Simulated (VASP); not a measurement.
# Ir (Immm) in VASP: notebook

Ir is run at these levels: LDA; tasks: single point.

All numbers are computed with VASP 6.6.1; they aren't measurements. Logs are shortened: lines on timing, memory, paths and dates and some standing lists are left out, and cuts for length are marked.

### 1 The cell of the first run

Symmetry: Immm, No. 71, orthorhombic system. The conventional cell has a = 2.691 Å, b = 2.739 Å, c = 3.839 Å, α = 90.00°, β = 90.00°, γ = 90.00°. Ir (site symmetry mmm) has 12 Ir at 2.69 to 2.74 Å within 3.5 Å.

### 2 Single point, LDA (strain +0.0175 x Voigt [0, 0, 0, 0, 0, 1])

The input, INCAR:

```
SYSTEM = Ir
PREC = Accurate
ENCUT = 520
EDIFF = 1E-7
ISMEAR = 0
SIGMA = 0.15
LREAL = .FALSE.
LASPH = .TRUE.
NELM = 100
ALGO = Fast
ISIF = 2
LWAVE = .FALSE.
LCHARG = .FALSE.
NBANDS = 10
```

The input, KPOINTS:

```
Automatic mesh
0
G
  22 22 22
  0 0 0
```

The input, POSCAR:

```
Ir
1.0
    0.0167973750      1.9197000000      1.9197000000
    1.9197000000      0.0167973750      1.9197000000
    1.9364973750      1.9364973750      0.0000000000
Ir
1
Direct
    0.0000000000      0.0000000000      0.0000000000
```

Potentials or basis: VASP PAW LDA potentials, release 64 (Ir).

Command:

```
cat potpaw_LDA.64/Ir/POTCAR > POTCAR
mpirun -np 1 vasp_std > vasp.out
```

OUTCAR:

```text
SYSTEM = Ir
   PREC = Accurate
   ENCUT = 520
   EDIFF = 1E-7
   ISMEAR = 0
   LREAL = .FALSE.
   LASPH = .TRUE.
   NELM = 100
   ISIF = 2

 ion  position               nearest neighbor table
   1  0.000  0.000  0.000-

  LATTYP: Found a body centered orthorhombic cell.
 ALAT       =     2.6911107002
 B/A-ratio  =     1.0176544767
 C/A-ratio  =     1.4266971625

  Lattice vectors:

 A1 = (   1.9197000000,   0.0167973750,  -1.9197000000)
 A2 = (  -1.9197000000,  -0.0167973750,  -1.9197000000)
 A3 = (   0.0167973750,   1.9197000000,   1.9197000000)

Analysis of symmetry for initial positions (statically):
=====================================================================
 Subroutine PRICEL returns:
 Original cell was already a primitive cell.

 Routine SETGRP: Setting up the symmetry group for a
 body centered orthorhombic supercell.

 Subroutine GETGRP returns: Found  8 space group operations
 (whereof  8 operations were pure point group operations)
 out of a pool of  8 trial point group operations.

The static configuration has the point symmetry D_2h.

Analysis of symmetry for dynamics (positions and initial velocities):
=====================================================================
 Subroutine PRICEL returns:
 Original cell was already a primitive cell.

 Routine SETGRP: Setting up the symmetry group for a
 body centered orthorhombic supercell.

 Subroutine GETGRP returns: Found  8 space group operations
 (whereof  8 operations were pure point group operations)
 out of a pool of  8 trial point group operations.

The dynamic configuration has the point symmetry D_2h.

 Subroutine INISYM returns: Found  8 space group operations
 (whereof  8 operations are pure point group operations),
 and found     1 'primitive' translations

----------------------------------------------------------------------------------------

                                     Primitive cell

  volume of cell :      14.1481

  direct lattice vectors                    reciprocal lattice vectors
     0.016797375  1.919700000  1.919700000    -0.262756482  0.262756482  0.260457363
     1.919700000  0.016797375  1.919700000     0.262756482 -0.262756482  0.260457363
     1.936497375  1.936497375  0.000000000     0.258198129  0.258198129 -0.260457363

  length of vectors
     2.714917739  2.714917739  2.738620851     0.453784063  0.453784063  0.448520441

  position of ions in fractional coordinates (direct lattice)
     0.000000000  0.000000000  0.000000000

  ion indices of the primitive-cell ions
   primitive index   ion index
                 1           1

----------------------------------------------------------------------------------------

 KPOINTS: Automatic mesh

Automatic generation of k-mesh.
 Grid dimensions read from file:
 generate k-points for:   22   22   22

 Generating k-lattice:

  Cartesian coordinates                     Fractional coordinates (reciprocal lattice)
    -0.011943476  0.011943476  0.011838971     0.045454545  0.000000000  0.000000000
     0.011943476 -0.011943476  0.011838971     0.000000000  0.045454545  0.000000000
     0.011736279  0.011736279 -0.011838971    -0.000000000 -0.000000000  0.045454545

  Length of vectors
     0.020626548  0.020626548  0.020387293

  Shift w.r.t. Gamma in fractional coordinates (k-lattice)
     0.000000000  0.000000000  0.000000000

 Subroutine IBZKPT returns following result:
 ===========================================

 Found   1530 irreducible k-points:

 Following reciprocal coordinates:
            Coordinates               Weight
  0.000000  0.000000  0.000000      1.000000
  0.045455 -0.000000  0.000000      4.000000
  0.090909 -0.000000  0.000000      4.000000
  0.136364 -0.000000  0.000000      4.000000
  0.181818 -0.000000  0.000000      4.000000
  0.227273  0.000000  0.000000      4.000000
[... 16 lines left out ...]
  0.500000  0.045455  0.000000      4.000000
 -0.454545  0.045455  0.000000      4.000000
 [... further k-points ...]
   k-points           NKPTS =   1530   k-points in BZ     NKDIM =   1530   number of bands    NBANDS=     10
   number of dos      NEDOS =    301   number of ions     NIONS =      1
   total plane-waves  NPLWV =   8000
   dimension x,y,z NGX =    20 NGY =   20 NGZ =   20
   dimension x,y,z NGXF=    40 NGYF=   40 NGZF=   40
   ions per type =               1
   NGX,Y,Z   is equivalent  to a cutoff of  12.25, 12.25, 12.14 a.u.
   NGXF,Y,Z  is equivalent  to a cutoff of  24.49, 24.49, 24.28 a.u.
 SYSTEM =  Ir
   PREC   = accura    normal or accurate (medium, high low for compatibility)
   ISTART =      0    job   : 0-new  1-cont  2-samecut
   ICHARG =      2    charge: 1-file 2-atom 10-const
   ISPIN  =      1    spin polarized calculation?
   LNONCOLLINEAR =      F non collinear calculations
   LSORBIT =      F    spin-orbit coupling
   LASPH  =      T    aspherical Exc in radial PAW
   ENCUT  =  520.0 eV  38.22 Ry    6.18 a.u.   5.05  5.05  5.09*2*pi/ulx,y,z
   NELM   =    100;   NELMIN=  2; NELMDL= -5     # of ELM steps
   EDIFF  = 0.1E-06   stopping-criterion for ELM
   LREAL  =      F    real-space projection
   EDIFFG = 0.1E-05   stopping-criterion for IOM
   NSW    =      0    number of steps for IOM
   IBRION =     -1    ionic relax: 0-MD 1-quasi-New 2-CG
   NFREE  =      0    steps in history (QN), initial steepest desc. (CG)
   ISIF   =      2    stress and relaxation
   ISYM   =      2    0-nonsym 1-usesym 2-fastsym
   POTIM  = 0.5000    time-step for ionic-motion
   TEBEG  =    0.0;   TEEND  =   0.0 temperature during run
   PSTRESS=    0.0 pullay stress
   NELECT =       9.0000    total number of electrons
   NUPDOWN=      -1.0000    fix difference up-down
   EMIN   =  10.00;   EMAX   =-10.00  energy-range for DOS
   EFERMI =   0.00;   METHOD = LEGACY
   ISMEAR =     0;   SIGMA  =   0.15  broadening in eV -4-tet -1-fermi 0-gaus
   EFERMI_NEDOS =   21; number of points for ismear=-14 and -15
   IALGO  =     68    algorithm
   IMIX   =      4    mixing-type and parameters
     AMIX     =   0.40;   BMIX     =  1.00
     AMIX_MAG =   1.60;   BMIX_MAG =  1.00
  volume/ion in A,a.u.               =      14.15        95.48
  Fermi-wavevector in a.u.,A,eV,Ry     =   1.407959  2.660657 26.971495  1.982349
  Thomas-Fermi vector in A             =   2.530165
   LORBIT       =      0    0 simple, 1 ext, 2 COOP (PROOUT), +10 PAW based schemes
   GGA     = CA    functional components
   LHFCALC =     F    Hartree Fock is set to
   AEXX    =    0.0000 exact exchange contribution
   IVDW    =     0    specifies the selected vdW correction
   LEPSILON=     F    determine dielectric tensor
   LRPA    =     F    only Hartree local field effects (RPA)
 non-spin polarized calculation
 RMM-DIIS sequential band-by-band and
 Gauss-broadening in eV      SIGMA  =   0.15
  energy-cutoff  :      520.00
  volume of cell :       14.15
 maximum number of plane-waves:       392
   NGX = 11   NGY = 11   NGZ = 11

 number of electron       9.0000000 magnetization

 Free energy of the ion-electron system (eV)
  ---------------------------------------------------
  ext. energy  EPLUGINS =         0.00000000
  ---------------------------------------------------
  free energy    TOTEN  =       -10.31981200 eV

  energy without entropy =      -10.30746589  energy(sigma->0) =      -10.31363895

 E-fermi :  10.2791     XC(G=0): -14.1391

 val. band max:       10.2761508551   @ k =   0.3182   0.1364   0.0000
 cond. band min:      10.2794926554   @ k =   0.0909   0.0909   0.4545
 fundamental gap:      0.0033418003
 Fermi energy:        10.2790902381

 k-point     1 :       0.0000    0.0000    0.0000
  band No.  band energies     occupation
      1      -0.7964      2.00000
      2       6.2568      2.00000
      3       6.3806      2.00000
      4       6.5296      2.00000
      5       9.1210      2.00000
      6       9.1235      2.00000
      7      24.6515      0.00000
      8      29.9127      0.00000
      9      30.1970      0.00000
     10      30.4788      0.00000

 k-point     2 :       0.0455   -0.0000    0.0000
  band No.  band energies     occupation
      1      -0.7024      2.00000
      2       6.2985      2.00000
      3       6.3808      2.00000
      4       6.5220      2.00000
      5       9.0904      2.00000
      6       9.0937      2.00000
      7      24.8172      0.00000
      8      29.8201      0.00000
      9      30.0702      0.00000
     10      30.4663      0.00000

 k-point     3 :       0.0909   -0.0000    0.0000
  band No.  band energies     occupation
      1      -0.4269      2.00000
      2       6.2749      2.00000
      3       6.4140      2.00000
      4       6.6112      2.00000
      5       9.0134      2.00000
      6       9.0182      2.00000
      7      25.2862      0.00000
      8      28.6969      0.00000
      9      30.5326      0.00000
     10      30.8940      0.00000

 k-point     4 :       0.1364   -0.0000    0.0000
  band No.  band energies     occupation
      1       0.0094      2.00000
      2       6.0923      2.00000
      3       6.5705      2.00000
      4       6.7775      2.00000
      5       8.9352      2.00000
      6       8.9421      2.00000
      7      25.9512      0.00000
      8      27.4520      0.00000
      9      31.2697      0.00000
     10      31.6035      0.00000
[... 222 lines left out ...]
 k-point    22 :       0.4545    0.0455    0.0000
  band No.  band energies     occupation
      1       2.3012      2.00000
      2       6.2984      2.00000
      3       6.3594      2.00000
      4       8.7407      2.00000
      5      11.0955      0.00000
      6      11.3340      0.00000
      7      18.4742      0.00000
      8      24.5050      0.00000
      9      29.8517      0.00000
     10      30.5863      0.00000

 k-point    23 :       0.5000    0.0455    0.0000
  band No.  band energies     occupation
      1       2.2924      2.00000
      2       6.2404      2.00000
      3       6.3217      2.00000
      4       9.2314      2.00000
      5      11.1656      0.00000
      6      11.7218      0.00000
      7      17.7199      0.00000
      8      24.2995      0.00000
      9      29.6897      0.00000
     10      29.9863      0.00000

 k-point    24 :      -0.4545    0.0455    0.0000
  band No.  band energies     occupation
      1       2.2953      2.00000
      2       6.2390      2.00000
      3       6.3444      2.00000
      4       9.1298      2.00000
      5      11.0226      0.00000
      6      11.7727      0.00000
      7      17.8784      0.00000
      8      24.3363      0.00000
      9      29.8368      0.00000
     10      29.9922      0.00000

 [... further k-points ...]
[... 5 lines left out ...]
  --------------------------------------------------------------------------------------
  -------------------------------------------------------------------------------------
  Total       -0.5123180     -0.5123180     -0.5324104     -0.4153703      0.0000000      0.0000000
  in kB      -58.0167490    -58.0167490    -60.2920762    -47.0380325      0.0000000      0.0000000
  external PRESSURE =     -58.7751914 kB  Pullay stress =       0.0000000 kB

 VOLUME and BASIS-vectors are now :
 -----------------------------------------------------------------------------
  energy-cutoff  :      520.00
  volume of cell :       14.15
      direct lattice vectors                 reciprocal lattice vectors
     0.016797375  1.919700000  1.919700000    -0.262756482  0.262756482  0.260457363
     1.919700000  0.016797375  1.919700000     0.262756482 -0.262756482  0.260457363
     1.936497375  1.936497375  0.000000000     0.258198129  0.258198129 -0.260457363

 POSITION                                       TOTAL-FORCE (eV/Angst)
 -----------------------------------------------------------------------------------
      0.00000      0.00000      0.00000        -0.000000      0.000000      0.000000
 -----------------------------------------------------------------------------------
    total drift:                               -0.000000     -0.000000     -0.000000

  FREE ENERGIE OF THE ION-ELECTRON SYSTEM (eV)
  ---------------------------------------------------
  free  energy   TOTEN  =       -10.3198120000 eV

  energy  without entropy=      -10.3074658944  energy(sigma->0) =      -10.31363895
```

Run time: 12 min. Hardware: 1 thread of AMD EPYC, shared host; peak memory 0.29 GiB.

Results:

```
Free energy            : -10.3198 eV
Pressure               : -5.9 GPa
Band gap on the k mesh : zero (an odd number of electrons rules out a gap without spin polarisation)
```

Stress tensor (GPa, compression positive):
```
-5.80 -4.70  0.00
-4.70 -5.80  0.00
 0.00  0.00 -6.03
```

Levels at points of the mesh, in eV from the Fermi level:
| k point | band 1 | band 2 | band 3 | band 4 | band 5 | band 6 | band 7 | band 8 | band 9 |
| --- | --- | --- | --- | --- | --- | --- | --- | --- | --- |
| (0.00, 0.00, 0.00) | -11.08 | -4.02 | -3.90 | -3.75 | -1.16 | -1.16 | 14.37 | 19.63 | 19.92 |
| (0.50, 0.00, 0.00) | -8.07 | -4.11 | -3.88 | -0.60 | 0.88 | 1.02 | 7.43 | 13.84 | 19.50 |
| (0.50, 0.50, 0.00) | -7.89 | -7.34 | 0.92 | 1.49 | 1.50 | 1.77 | 10.54 | 11.40 | 12.06 |
| (0.00, 0.00, 0.50) | -8.11 | -4.08 | -3.84 | -0.77 | 0.82 | 0.97 | 7.16 | 13.99 | 19.74 |
| (0.50, 0.00, 0.50) | -7.89 | -7.34 | 0.90 | 1.49 | 1.51 | 1.77 | 10.55 | 11.73 | 11.73 |

Caveat: the cell differs from its parent crystal (strain +0.0175 x Voigt [0, 0, 0, 0, 0, 1]); the cell stands under tension; spin-orbit coupling is left out, which moves the levels of the heavy elements.

### 3 Single point, LDA (strain +0.0125 x Voigt [0, 0, 0, 0, 0, 1])

The input, INCAR:

```
PREC = Accurate
ENCUT = 520
EDIFF = 1E-7
ISMEAR = 0
SIGMA = 0.15
LREAL = False
LASPH = True
NELM = 60
ALGO = Fast
ISIF = 2
LWAVE = False
LCHARG = True
GGA = CA
LELF = True
LVHAR = True
NBANDS = 10
```

The input, KPOINTS:

```
Automatic mesh
0
Gamma
  22 22 22
```

The input, POSCAR:

```
Ir
1.0
    0.0119981250      1.9197000000      1.9197000000
    1.9197000000      0.0119981250      1.9197000000
    1.9316981250      1.9316981250      0.0000000000
Ir
1
Direct
    0.0000000000      0.0000000000      0.0000000000
```

Potentials or basis: VASP PAW LDA potentials, release 64 (Ir).

Command:

```
cat potpaw_LDA.64/Ir/POTCAR > POTCAR
mpirun -np 1 vasp_std > vasp.out
```

Run time: 13 min. Hardware: 1 thread of AMD EPYC, shared host; peak memory 0.29 GiB.

Results (log left out):

```yaml
Free_energy: -10.3216 eV
Pressure: -6.0 GPa
Band_gap_on_the_k_mesh: zero (an odd number of electrons rules out a gap without spin polarisation)
```

Stress tensor (GPa, compression positive):
```
-5.91 -3.36  0.00
-3.36 -5.91  0.00
 0.00  0.00 -6.03
```

Levels at points of the mesh, in eV from the Fermi level:
| k point | band 2 | band 3 | band 4 | band 5 | band 6 | band 7 |
| --- | --- | --- | --- | --- | --- | --- |
| (0.00, 0.00, 0.00) | -3.98 | -3.89 | -3.79 | -1.16 | -1.16 | 14.37 |
| (0.50, 0.00, 0.00) | -4.07 | -3.91 | -0.62 | 0.89 | 0.99 | 7.39 |
| (0.50, 0.50, 0.00) | -7.34 | 0.91 | 1.49 | 1.50 | 1.77 | 10.54 |
| (0.00, 0.00, 0.50) | -4.05 | -3.88 | -0.75 | 0.85 | 0.96 | 7.20 |
| (0.50, 0.00, 0.50) | -7.34 | 0.91 | 1.49 | 1.50 | 1.77 | 10.55 |

Caveat: the cell differs from its parent crystal (strain +0.0125 x Voigt [0, 0, 0, 0, 0, 1]); the cell stands under tension; spin-orbit coupling is left out, which moves the levels of the heavy elements.
